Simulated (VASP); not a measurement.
# Ag (C2/m) in VASP: single point with PBE

Aim: the single point of Ag with PBE.

Program: VASP 6.6.1. These are calculated values, not measurements. Logs are shortened: lines on timing, memory, paths and dates and some standing lists are left out, and cuts for length are marked.

## (1) The cell of the first run

It takes space group C2/m (No. 12, monoclinic). Conventional cell: a = 5.005 Å, b = 2.889 Å, c = 14.308 Å, α = 90.00°, β = 98.38°, γ = 90.00°. Ag (site symmetry m) has 10 Ag at 2.40 to 2.89 Å within 3.2 Å. Ag (site symmetry m) has 12 Ag at 2.89 Å within 3.8 Å. Ag (site symmetry m) has 12 Ag at 2.89 Å within 3.8 Å.

## (2) Single point, PBE (the part above a cut slid along it)

INCAR reads:

```
SYSTEM = Ag
PREC = Accurate ; ENCUT = 520
EDIFF = 1E-7 ; ISMEAR = 0
SIGMA = 0.15 ; LREAL = .FALSE.
LASPH = .TRUE. ; NELM = 100
ALGO = Fast ; ISIF = 2
LWAVE = .FALSE. ; LCHARG = .FALSE.
GGA = PE ; NBANDS = 42
```

KPOINTS reads:

```
regular mesh
0
G
  18 18 4
  0 0 0
```

POSCAR reads:

```
Ag
1.0
    2.0431000000     -2.0431000000      0.0000000000
    2.0431000000      0.0000000000     -2.0431000000
    9.8751195400      7.3210402300      7.3210402300
Ag
6
Direct
    0.6319486117      0.6319486117      0.0833166667
   -0.3819680550     -0.3819680550      0.9166500000
    0.2291652783      0.2291652783      0.2499833333
    0.4235986117      0.4235986117      0.5833166667
   -0.1736180550     -0.1736180550      0.4166500000
    0.0208152783      0.0208152783      0.7499833333
```

Potentials or basis: VASP PAW PBE potentials, release 64 (Ag).

On the command line:

```console
> cat potpaw_PBE.64/Ag/POTCAR > POTCAR
> mpirun -np 1 vasp_std > vasp.out
```

OUTCAR:

```text
SYSTEM = Ag
   PREC = Accurate
   ENCUT = 520
   EDIFF = 1E-7
   ISMEAR = 0
   LREAL = .FALSE.
   LASPH = .TRUE.
   NELM = 100
   ISIF = 2
   GGA = PE

 ion  position               nearest neighbor table
   1  0.632  0.632  0.083-   2 2.40   3 2.89   3 2.89   3 2.89   2 3.46   2 3.46
   2  0.618  0.618  0.917-   1 2.40   6 2.89   6 2.89   6 2.89   1 3.46   1 3.46
   3  0.229  0.229  0.250-   1 2.89   1 2.89   1 2.89   5 2.89   5 2.89   5 2.89
   4  0.424  0.424  0.583-   6 2.89   6 2.89   6 2.89   5 2.89   5 2.89   5 2.89
   5  0.826  0.826  0.417-   3 2.89   4 2.89   3 2.89   3 2.89   4 2.89   4 2.89
   6  0.021  0.021  0.750-   4 2.89   4 2.89   4 2.89   2 2.89   2 2.89   2 2.89

  LATTYP: Found a base centered monoclinic cell.
 ALAT       =     5.0045524935
 B/A-ratio  =     0.5773502692
 C/A-ratio  =     2.8589576580
 COS(beta)  =    -0.1457524209

  Lattice vectors:

 A1 = (  -2.0431000000,   2.0431000000,   0.0000000000)
 A2 = (  -2.0431000000,   0.0000000000,   2.0431000000)
 A3 = (   9.8751195400,   7.3210402300,   7.3210402300)

Analysis of symmetry for initial positions (statically):
=====================================================================
 Subroutine PRICEL returns:
 Original cell was already a primitive cell.

 Routine SETGRP: Setting up the symmetry group for a
 base centered monoclinic supercell.

 Subroutine GETGRP returns: Found  4 space group operations
 (whereof  2 operations were pure point group operations)
 out of a pool of  4 trial point group operations.

The static configuration has the point symmetry C_1h.
 The point group associated with its full space group is C_2h.

Analysis of symmetry for dynamics (positions and initial velocities):
=====================================================================
 Subroutine PRICEL returns:
 Original cell was already a primitive cell.

 Routine SETGRP: Setting up the symmetry group for a
 base centered monoclinic supercell.

 Subroutine GETGRP returns: Found  4 space group operations
 (whereof  2 operations were pure point group operations)
 out of a pool of  4 trial point group operations.

The dynamic configuration has the point symmetry C_1h.
 The point group associated with its full space group is C_2h.

 Subroutine INISYM returns: Found  4 space group operations
 (whereof  2 operations are pure point group operations),
 and found     1 'primitive' translations

----------------------------------------------------------------------------------------

                                     Primitive cell

  volume of cell :     102.3411

  direct lattice vectors                    reciprocal lattice vectors
     2.043100000 -2.043100000  0.000000000     0.146154536 -0.343297766  0.146154536
     2.043100000  0.000000000 -2.043100000     0.146154536  0.146154536 -0.343297766
     9.875119540  7.321040230  7.321040230     0.040787692  0.040787692  0.040787692

  length of vectors
     2.889379729  2.889379729 14.307803676     0.400718921  0.400718921  0.070646355

  position of ions in fractional coordinates (direct lattice)
     0.631948612  0.631948612  0.083316667
     0.618031945  0.618031945  0.916650000
     0.229165278  0.229165278  0.249983333
     0.423598612  0.423598612  0.583316667
     0.826381945  0.826381945  0.416650000
     0.020815278  0.020815278  0.749983333

  ion indices of the primitive-cell ions
   primitive index   ion index
                 1           1
                 2           2
                 3           3
                 4           4
                 5           5
                 6           6

----------------------------------------------------------------------------------------

 KPOINTS: regular mesh

Automatic generation of k-mesh.
 Grid dimensions read from file:
 generate k-points for:   18   18    4

 Generating k-lattice:

  Cartesian coordinates                     Fractional coordinates (reciprocal lattice)
     0.008119696 -0.019072098  0.008119696     0.055555556  0.000000000  0.000000000
     0.008119696  0.008119696 -0.019072098     0.000000000  0.055555556  0.000000000
     0.010196923  0.010196923  0.010196923     0.000000000  0.000000000  0.250000000

  Length of vectors
     0.022262162  0.022262162  0.017661589

  Shift w.r.t. Gamma in fractional coordinates (k-lattice)
     0.000000000  0.000000000  0.000000000

 Subroutine IBZKPT returns following result:
 ===========================================

 Found    353 irreducible k-points:

 Following reciprocal coordinates:
            Coordinates               Weight
  0.000000  0.000000  0.000000      1.000000
  0.055556  0.000000  0.000000      4.000000
  0.111111  0.000000  0.000000      4.000000
  0.166667  0.000000  0.000000      4.000000
  0.222222  0.000000  0.000000      4.000000
  0.277778  0.000000  0.000000      4.000000
[... 16 lines left out ...]
 -0.277778  0.055556  0.000000      4.000000
 -0.222222  0.055556  0.000000      4.000000
 [... further k-points ...]
   k-points           NKPTS =    353   k-points in BZ     NKDIM =    353   number of bands    NBANDS=     42
   number of dos      NEDOS =    301   number of ions     NIONS =      6
   total plane-waves  NPLWV =  62208
   dimension x,y,z NGX =    24 NGY =   24 NGZ =  108
   dimension x,y,z NGXF=    48 NGYF=   48 NGZF=  216
   ions per type =               6
   NGX,Y,Z   is equivalent  to a cutoff of  13.81, 13.81, 12.55 a.u.
   NGXF,Y,Z  is equivalent  to a cutoff of  27.62, 27.62, 25.10 a.u.
 SYSTEM =  Ag
   PREC   = accura    normal or accurate (medium, high low for compatibility)
   ISTART =      0    job   : 0-new  1-cont  2-samecut
   ICHARG =      2    charge: 1-file 2-atom 10-const
   ISPIN  =      1    spin polarized calculation?
   LNONCOLLINEAR =      F non collinear calculations
   LSORBIT =      F    spin-orbit coupling
   LASPH  =      T    aspherical Exc in radial PAW
   ENCUT  =  520.0 eV  38.22 Ry    6.18 a.u.   5.37  5.37 26.60*2*pi/ulx,y,z
   NELM   =    100;   NELMIN=  2; NELMDL= -5     # of ELM steps
   EDIFF  = 0.1E-06   stopping-criterion for ELM
   LREAL  =      F    real-space projection
   EDIFFG = 0.1E-05   stopping-criterion for IOM
   NSW    =      0    number of steps for IOM
   IBRION =     -1    ionic relax: 0-MD 1-quasi-New 2-CG
   NFREE  =      0    steps in history (QN), initial steepest desc. (CG)
   ISIF   =      2    stress and relaxation
   ISYM   =      2    0-nonsym 1-usesym 2-fastsym
   POTIM  = 0.5000    time-step for ionic-motion
   TEBEG  =    0.0;   TEEND  =   0.0 temperature during run
   PSTRESS=    0.0 pullay stress
   NELECT =      66.0000    total number of electrons
   NUPDOWN=      -1.0000    fix difference up-down
   EMIN   =  10.00;   EMAX   =-10.00  energy-range for DOS
   EFERMI =   0.00;   METHOD = LEGACY
   ISMEAR =     0;   SIGMA  =   0.15  broadening in eV -4-tet -1-fermi 0-gaus
   EFERMI_NEDOS =   21; number of points for ismear=-14 and -15
   IALGO  =     68    algorithm
   IMIX   =      4    mixing-type and parameters
     AMIX     =   0.40;   BMIX     =  1.00
     AMIX_MAG =   1.60;   BMIX_MAG =  1.00
  volume/ion in A,a.u.               =      17.06       115.11
  Fermi-wavevector in a.u.,A,eV,Ry     =   1.414402  2.672832 27.218893  2.000532
  Thomas-Fermi vector in A             =   2.535948
   LORBIT       =      0    0 simple, 1 ext, 2 COOP (PROOUT), +10 PAW based schemes
   GGA     = PE    functional components
   LHFCALC =     F    Hartree Fock is set to
   AEXX    =    0.0000 exact exchange contribution
   IVDW    =     0    specifies the selected vdW correction
   LEPSILON=     F    determine dielectric tensor
   LRPA    =     F    only Hartree local field effects (RPA)
 non-spin polarized calculation
 RMM-DIIS sequential band-by-band and
 Gauss-broadening in eV      SIGMA  =   0.15
  energy-cutoff  :      520.00
  volume of cell :      102.34
 maximum number of plane-waves:      2810
 NGX is ok and might be reduce to    24
   NGX = 11   NGY = 11   NGZ = 53

 number of electron      66.0000017 magnetization

 Free energy of the ion-electron system (eV)
  ---------------------------------------------------
  ext. energy  EPLUGINS =         0.00000000
  ---------------------------------------------------
  free energy    TOTEN  =       -15.72141163 eV

  energy without entropy =      -15.70592150  energy(sigma->0) =      -15.71366657

 E-fermi :   8.4292     XC(G=0): -12.1968

 val. band max:        8.4258534909   @ k =   0.5000   0.5000   0.0000
 cond. band min:       8.4295076984   @ k =  -0.0556   0.2222   0.2500
 fundamental gap:      0.0036542076
 Fermi energy:         8.4292453096

 k-point     1 :       0.0000    0.0000    0.0000
  band No.  band energies     occupation
      1       0.6664      2.00000
      2       1.4545      2.00000
      3       1.4892      2.00000
      4       1.9442      2.00000
      5       2.0677      2.00000
      6       2.4176      2.00000
[... 34 lines left out ...]
     41      22.7489      0.00000
     42      23.8542      0.00000

 k-point     2 :       0.0556    0.0000    0.0000
  band No.  band energies     occupation
      1       0.7516      2.00000
      2       1.5164      2.00000
      3       1.5868      2.00000
      4       1.9917      2.00000
      5       2.1239      2.00000
      6       2.4739      2.00000
[... 34 lines left out ...]
     41      22.8931      0.00000
     42      23.8071      0.00000

 k-point     3 :       0.1111    0.0000    0.0000
  band No.  band energies     occupation
      1       0.9991      2.00000
      2       1.7134      2.00000
      3       1.8368      2.00000
      4       2.1161      2.00000
      5       2.2806      2.00000
      6       2.6162      2.00000
[... 897 lines left out ...]
      4       2.4881      2.00000
      5       2.5248      2.00000
      6       2.5781      2.00000
[... 34 lines left out ...]
     41      17.6050      0.00000
     42      18.2021      0.00000

 k-point    24 :      -0.2222    0.0556    0.0000
  band No.  band energies     occupation
      1       2.0350      2.00000
      2       2.2431      2.00000
      3       2.4728      2.00000
      4       2.5320      2.00000
      5       2.6448      2.00000
      6       2.7279      2.00000
[... 34 lines left out ...]
     41      18.3083      0.00000
     42      19.3438      0.00000

 [... further k-points ...]

------------------------ aborting loop because EDIFF is reached ----------------------------------------

  FORCE on cell =-STRESS in cart. coord.  units (eV):
  Direction    XX          YY          ZZ          XY          YZ          ZX
  --------------------------------------------------------------------------------------
  -------------------------------------------------------------------------------------
  Total        5.9117907      3.9392099      3.9392099      2.3177150      1.4598196      2.3177149
  in kB       92.5506587     61.6693815     61.6693815     36.2844453     22.8538656     36.2844450
  external PRESSURE =      71.9631405 kB  Pullay stress =       0.0000000 kB

 VOLUME and BASIS-vectors are now :
 -----------------------------------------------------------------------------
  energy-cutoff  :      520.00
  volume of cell :      102.34
      direct lattice vectors                 reciprocal lattice vectors
     2.043100000 -2.043100000  0.000000000     0.146154536 -0.343297766  0.146154536
     2.043100000  0.000000000 -2.043100000     0.146154536  0.146154536 -0.343297766
     9.875119540  7.321040230  7.321040230     0.040787692  0.040787692  0.040787692

 POSITION                                       TOTAL-FORCE (eV/Angst)
 -----------------------------------------------------------------------------------
      3.40503     -0.68117     -0.68117         1.809989      1.130511      1.130511
     11.57743      5.44813      5.44813        -1.809989     -1.130511     -1.130511
      3.40503      1.36193      1.36193         0.028852      0.026527      0.026527
      7.49123      3.40503      3.40503        -0.002631     -0.002718     -0.002718
      7.49123      1.36193      1.36193         0.002631      0.002718      0.002718
      7.49123      5.44813      5.44813        -0.028852     -0.026527     -0.026527
 -----------------------------------------------------------------------------------
    total drift:                               -0.000002     -0.000002     -0.000002

  FREE ENERGIE OF THE ION-ELECTRON SYSTEM (eV)
  ---------------------------------------------------
  free  energy   TOTEN  =       -15.7214116297 eV

  energy  without entropy=      -15.7059215022  energy(sigma->0) =      -15.71366657
```

Run time: 40 min. Hardware: 1 thread of Oxide Virtual Turin-like, shared host; peak memory 0.99 GiB.

What came out:

| Item | Value |
| --- | --- |
| Free energy | -15.7214 eV |
| Pressure | 7.2 GPa |
| Largest force | 2.415 eV/Å |
| Band gap on the k mesh | zero (bands 33 and 34 overlap by 6.37 eV) |

Forces on the atoms (eV/Å):
```
Ag   1.810  1.131  1.131
Ag  -1.810 -1.131 -1.131
Ag   0.029  0.027  0.027
Ag  -0.003 -0.003 -0.003
Ag   0.003  0.003  0.003
Ag  -0.029 -0.027 -0.027
```

Stress tensor (GPa, compression positive):
```
9.26 3.63 3.63
3.63 6.17 2.29
3.63 2.29 6.17
```

Caveat: the cell differs from its parent crystal (the part above a cut slid along it); the cell stands under pressure; forces of over 1 eV/Å act on the atoms, so gaps and moduli don't describe the material at rest.
